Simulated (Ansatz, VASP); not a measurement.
Two plane-wave programs on WS2

```xyz
3
Lattice="3.1458 0.0000 0.0000 -1.5729 2.7243 0.0000 1.5258 0.0000 16.9534" Properties=species:S:1:pos:R:3 pbc="T T T"
W     0.0000    1.8163    0.0000
S     3.0987    0.9081   15.3863
S     1.5729    0.9081    1.5672
```

Change from the starting cell: shear of c along a, cell held, atoms relaxed: +9.0 %.

Alike in both runs: functional PBEsol; k mesh 12 × 12 × 2; occupations gaussian, width 0.02 eV; no spin polarisation.

Ansatz relaxed the structure, and its values are those at the end. VASP's run is a single point on that final structure, the one shown.

|  | VASP | Ansatz |
| --- | --- | --- |
| version | VASP 6.6.1 | Ansatz 0.2.0 |
| potentials or method | VASP PAW PBE potentials, release 64 (W_sv, S), cutoff 520 eV | scalar-relativistic, plane waves, PAW |
| valence electrons in the cell | 26 | 26 |

Ansatz gave:

```
gap on the k mesh at the Fermi level (eV) : 1.94
least direct gap on the mesh (eV)         : 1.94
rms of the force components (eV/Å)        : 0.004
```

Problem. What did VASP give for the same quantities?

Solution. gap on the k mesh at the Fermi level (eV): 1.94; least direct gap on the mesh (eV): 1.94; rms of the force components (eV/Å): 0.007.

VASP's potentials were made for PBE, not for PBEsol. Ansatz's warnings: stress scf threshold loose.

Neither program's run includes spin-orbit coupling.
